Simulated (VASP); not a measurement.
# KMgF3 (Pm-3m) in VASP: relaxation of the atoms with r2SCAN

Aim: the relaxation of the atoms of KMgF3 with r2SCAN.

All numbers are computed with VASP 6.6.1; they aren't measurements. Logs are shortened: lines on timing, memory, paths and dates and some standing lists are left out, and cuts for length are marked.

## 1. The cell of the first run

It takes space group Pm-3m (No. 221, cubic). Conventional cell: a = 3.984 Å, b = 3.984 Å, c = 3.984 Å, α = 90.00°, β = 90.00°, γ = 90.00°. Within 3.7 Å of K (site symmetry m-3m) lie 12 F at 2.82 Å and 8 Mg at 3.45 Å. Within 2.6 Å of Mg (site symmetry m-3m) lie 6 F at 1.99 Å. Within 2.6 Å of F (site symmetry 4/mmm) lie 2 Mg at 1.99 Å.

## 2. Relaxation of the atoms, r2SCAN

POSCAR

```
KMgF3
1.0
    3.9836688700      0.0000000000      0.0000000000
    0.0000000000      3.9836688700      0.0000000000
    0.0000000000      0.0000000000      3.9836688700
K Mg F
1 1 3
Direct
    0.5000000000      0.5000000000      0.5000000000
    0.0000000000      0.0000000000      0.0000000000
    0.5000000000      0.0000000000      0.0000000000
    0.0000000000      0.5000000000      0.0000000000
    0.0000000000      0.0000000000      0.5000000000
```

INCAR.step1

```
SYSTEM = KMgF3
PREC     = Accurate       ! precision mode
ENCUT    = 520            ! plane-wave cutoff, eV
ISMEAR   = -1             ! smearing method
SIGMA    = 0.02           ! smearing width, eV
LREAL    = .FALSE.        ! projectors in reciprocal space
LASPH    = .TRUE.         ! aspherical terms in the spheres
NELM     = 80             ! most SCF steps
GGA      = PE             ! functional
ALGO     = Normal         ! electronic algorithm
EDIFF    = 1E-4           ! SCF threshold, eV
LWAVE    = .TRUE.         ! write WAVECAR
LCHARG   = .FALSE.        ! write CHGCAR
```

INCAR.step2

```
SYSTEM = KMgF3
PREC     = Accurate       ! precision mode
ENCUT    = 520            ! plane-wave cutoff, eV
EDIFF    = 1E-7           ! SCF threshold, eV
ISMEAR   = -1             ! smearing method
SIGMA    = 0.02           ! smearing width, eV
LREAL    = .FALSE.        ! projectors in reciprocal space
LASPH    = .TRUE.         ! aspherical terms in the spheres
NELM     = 80             ! most SCF steps
ALGO     = Normal         ! electronic algorithm
ISIF     = 2              ! what is computed and relaxed
LWAVE    = .FALSE.        ! write WAVECAR
LCHARG   = .FALSE.        ! write CHGCAR
METAGGA  = R2SCAN         ! meta-GGA
LMIXTAU  = .TRUE.       
IBRION   = 2              ! ionic algorithm
NSW      = 50             ! ionic steps
EDIFFG   = -0.01          ! ionic threshold
ISTART   = 1
```

KPOINTS

```
Automatic mesh
0
G
  8 8 8
  0 0 0
```

Potentials or basis: VASP PAW PBE potentials, release 64 (K_sv, Mg, F).

Started as:

```console
$ cat potpaw_PBE.64/K_sv/POTCAR potpaw_PBE.64/Mg/POTCAR potpaw_PBE.64/F/POTCAR > POTCAR
$ cp INCAR.step1 INCAR
$ mpirun -np 1 vasp_std > vasp.out
$ cp INCAR.step2 INCAR
$ mpirun -np 1 vasp_std > vasp.out
```

OUTCAR:

```text
SYSTEM = KMgF3
   PREC = Accurate
   ENCUT = 520
   EDIFF = 1E-7
   ISMEAR = -1
   LREAL = .FALSE.
   LASPH = .TRUE.
   NELM = 80
   ISIF = 2
   METAGGA = R2SCAN
   IBRION = 2
   NSW = 50
   EDIFFG = -0.01
   ISTART = 1

 ion  position               nearest neighbor table
   1  0.500  0.500  0.500-   3 2.82   4 2.82   5 2.82   3 2.82   4 2.82   3 2.82   5 2.82   3 2.82
                             4 2.82   5 2.82   4 2.82   5 2.82   2 3.45   2 3.45   2 3.45   2 3.45
   2  0.000  0.000  0.000-   3 1.99   4 1.99   5 1.99   5 1.99   4 1.99   3 1.99   1 3.45   1 3.45
                             1 3.45   1 3.45   1 3.45   1 3.45   1 3.45   1 3.45
   3  0.500  0.000  0.000-   2 1.99   2 1.99   1 2.82   1 2.82   1 2.82   1 2.82
   4  0.000  0.500  0.000-   2 1.99   2 1.99   1 2.82   1 2.82   1 2.82   1 2.82
   5  0.000  0.000  0.500-   2 1.99   2 1.99   1 2.82   1 2.82   1 2.82   1 2.82

  LATTYP: Found a simple cubic cell.
 ALAT       =     3.9836688700

  Lattice vectors:

 A1 = (   3.9836688700,   0.0000000000,   0.0000000000)
 A2 = (   0.0000000000,   3.9836688700,   0.0000000000)
 A3 = (   0.0000000000,   0.0000000000,   3.9836688700)

Analysis of symmetry for initial positions (statically):
=====================================================================
 Subroutine PRICEL returns:
 Original cell was already a primitive cell.

 Routine SETGRP: Setting up the symmetry group for a
 simple cubic supercell.

 Subroutine GETGRP returns: Found 48 space group operations
 (whereof 48 operations were pure point group operations)
 out of a pool of 48 trial point group operations.

The static configuration has the point symmetry O_h .

Analysis of symmetry for dynamics (positions and initial velocities):
=====================================================================
 Subroutine PRICEL returns:
 Original cell was already a primitive cell.

 Routine SETGRP: Setting up the symmetry group for a
 simple cubic supercell.

 Subroutine GETGRP returns: Found 48 space group operations
 (whereof 48 operations were pure point group operations)
 out of a pool of 48 trial point group operations.

The dynamic configuration has the point symmetry O_h .

 Subroutine INISYM returns: Found 48 space group operations
 (whereof 48 operations are pure point group operations),
 and found     1 'primitive' translations

----------------------------------------------------------------------------------------

                                     Primitive cell

  volume of cell :      63.2193

[... 98 lines left out ...]
   IBRION =      2    ionic relax: 0-MD 1-quasi-New 2-CG
   NFREE  =      1    steps in history (QN), initial steepest desc. (CG)
   ISIF   =      2    stress and relaxation
   ISYM   =      2    0-nonsym 1-usesym 2-fastsym
   POTIM  = 0.5000    time-step for ionic-motion
   TEBEG  =    0.0;   TEEND  =   0.0 temperature during run
   PSTRESS=    0.0 pullay stress
   NELECT =      32.0000    total number of electrons
   NUPDOWN=      -1.0000    fix difference up-down
   EMIN   =  10.00;   EMAX   =-10.00  energy-range for DOS
   EFERMI =   0.00;   METHOD = LEGACY
   ISMEAR =    -1;   SIGMA  =   0.02  broadening in eV -4-tet -1-fermi 0-gaus
   EFERMI_NEDOS =   21; number of points for ismear=-14 and -15
   IALGO  =     38    algorithm
   IMIX   =      4    mixing-type and parameters
     AMIX     =   0.40;   BMIX     =  1.00
     AMIX_MAG =   1.60;   BMIX_MAG =  1.00
  volume/ion in A,a.u.               =      12.64        85.32
  Fermi-wavevector in a.u.,A,eV,Ry     =   1.304693  2.465512 23.160153  1.702223
  Thomas-Fermi vector in A             =   2.435612
   LORBIT       =      0    0 simple, 1 ext, 2 COOP (PROOUT), +10 PAW based schemes
   METAGGA = R2SCAN    functional components
   LHFCALC =     F    Hartree Fock is set to
   AEXX    =    0.0000 exact exchange contribution
   IVDW    =     0    specifies the selected vdW correction
   LEPSILON=     F    determine dielectric tensor
   LRPA    =     F    only Hartree local field effects (RPA)
 conjugate gradient relaxation of ions
 non-spin polarized calculation
  energy-cutoff  :      520.00
  volume of cell :       63.22
 maximum number of plane-waves:      1743
 NGX is ok and might be reduce to    30
   NGX = 15   NGY = 15   NGZ = 15

 number of electron      31.9999958 magnetization

 Free energy of the ion-electron system (eV)
  ---------------------------------------------------
  ext. energy  EPLUGINS =         0.00000000
  ---------------------------------------------------
  free energy    TOTEN  =       -37.41540043 eV

  energy without entropy =      -37.41540043  energy(sigma->0) =      -37.41540043

 E-fermi :  -1.7687     XC(G=0): -10.2133

 val. band max:       -2.2083940967   @ k =   0.5000   0.5000   0.5000
 cond. band min:       6.0529764888   @ k =   0.0000   0.0000   0.0000
 fundamental gap:      8.2613705855
 Fermi energy:        -1.7686726874

 k-point     1 :       0.0000    0.0000    0.0000
  band No.  band energies     occupation
      1     -28.8042      2.00000
      2     -23.4533      2.00000
      3     -22.8208      2.00000
      4     -22.8208      2.00000
      5     -11.5312      2.00000
      6     -11.5312      2.00000
[... 541 lines left out ...]
     19      10.6928      0.00000
     20      10.7782      0.00000

 [... further k-points ...]

------------------------ aborting loop because EDIFF is reached ----------------------------------------

  FORCE on cell =-STRESS in cart. coord.  units (eV):
  Direction    XX          YY          ZZ          XY          YZ          ZX
  --------------------------------------------------------------------------------------
  -------------------------------------------------------------------------------------
  Total       -0.3085014     -0.3085014     -0.3085014      0.0000000     -0.0000000      0.0000000
  in kB       -7.8184028     -7.8184028     -7.8184028      0.0000000     -0.0000000      0.0000000
  external PRESSURE =      -7.8184028 kB  Pullay stress =       0.0000000 kB

 VOLUME and BASIS-vectors are now :
 -----------------------------------------------------------------------------
  energy-cutoff  :      520.00
  volume of cell :       63.22
      direct lattice vectors                 reciprocal lattice vectors
     3.983668870  0.000000000  0.000000000     0.251024880  0.000000000  0.000000000
     0.000000000  3.983668870  0.000000000     0.000000000  0.251024880  0.000000000
     0.000000000  0.000000000  3.983668870     0.000000000  0.000000000  0.251024880

 POSITION                                       TOTAL-FORCE (eV/Angst)
 -----------------------------------------------------------------------------------
      1.99183      1.99183      1.99183         0.000000      0.000000      0.000000
      0.00000      0.00000      0.00000         0.000000      0.000000      0.000000
      1.99183      0.00000      0.00000         0.000000      0.000000      0.000000
      0.00000      1.99183      0.00000         0.000000      0.000000      0.000000
      0.00000      0.00000      1.99183         0.000000      0.000000      0.000000
 -----------------------------------------------------------------------------------
    total drift:                                0.000000     -0.000000      0.000000

  FREE ENERGIE OF THE ION-ELECTRON SYSTEM (eV)
  ---------------------------------------------------
  free  energy   TOTEN  =       -37.4154004276 eV

  energy  without entropy=      -37.4154004276  energy(sigma->0) =      -37.41540043

 reached required accuracy - stopping structural energy minimisation
```

OUTCAR.step1:

```text
SYSTEM = KMgF3
   PREC = Accurate
   ENCUT = 520
   ISMEAR = -1
   LREAL = .FALSE.
   LASPH = .TRUE.
[... 786 lines left out ...]
      1.99183      0.00000      0.00000         0.000000      0.000000      0.000000
      0.00000      1.99183      0.00000         0.000000      0.000000      0.000000
      0.00000      0.00000      1.99183         0.000000      0.000000      0.000000
 -----------------------------------------------------------------------------------
    total drift:                                0.000000     -0.000000      0.000000

  FREE ENERGIE OF THE ION-ELECTRON SYSTEM (eV)
  ---------------------------------------------------
  free  energy   TOTEN  =       -24.4121447353 eV

  energy  without entropy=      -24.4121447353  energy(sigma->0) =      -24.41214474
```

OSZICAR.step1:

```text
N       E                     dE             d eps       ncg     rms          rms(c)
DAV:   1     0.256487977097E+03    0.25649E+03   -0.17952E+04  1416   0.154E+03
DAV:   2    -0.138649871123E+02   -0.27035E+03   -0.26255E+03  1868   0.399E+02
DAV:   3    -0.260319529828E+02   -0.12167E+02   -0.12133E+02  1864   0.834E+01
DAV:   4    -0.266195227869E+02   -0.58757E+00   -0.58676E+00  2320   0.110E+01
DAV:   5    -0.266212960609E+02   -0.17733E-02   -0.17732E-02  1728   0.631E-01    0.901E+00
DAV:   6    -0.244177069383E+02    0.22036E+01   -0.94681E+00  1568   0.229E+01    0.380E+00
DAV:   7    -0.244110161254E+02    0.66908E-02   -0.25654E-01  1856   0.343E+00    0.243E+00
DAV:   8    -0.244121305023E+02   -0.11144E-02   -0.71898E-02  1640   0.291E+00    0.294E-01
DAV:   9    -0.244117663082E+02    0.36419E-03   -0.14532E-02  1748   0.889E-01    0.118E-01
DAV:  10    -0.244121130125E+02   -0.34670E-03   -0.12925E-03  1880   0.291E-01    0.637E-02
DAV:  11    -0.244121447353E+02   -0.31723E-04   -0.17155E-04  1224   0.105E-01
   1 F= -.24412145E+02 E0= -.24412145E+02  d E =-.443397E-11
```

Run time: 2.5 min. Hardware: 1 thread of Intel Xeon 8259CL, shared host; peak memory 0.2 GiB.

Results:

```
Free energy             : -37.4154 eV
Pressure after relaxing : -0.8 GPa
Band gap on the k mesh  : 8.26 eV (least direct gap 8.58 eV)
```

Final structure:
```
K Mg F
1.0
     3.98367    0.00000    0.00000
     0.00000    3.98367    0.00000
     0.00000    0.00000    3.98367
K Mg F
1 1 3
Direct
  0.50000 0.50000 0.50000
  0.00000 0.00000 0.00000
  0.50000 0.00000 0.00000
  0.00000 0.50000 0.00000
  0.00000 0.00000 0.50000
```

Caveat: the relaxation stopped at its first step, so nothing moved; the PAW data sets were made with another functional, which shifts forces and pressure a little. r2SCAN opens gaps a little over a GGA but as a rule still falls short of measured ones.
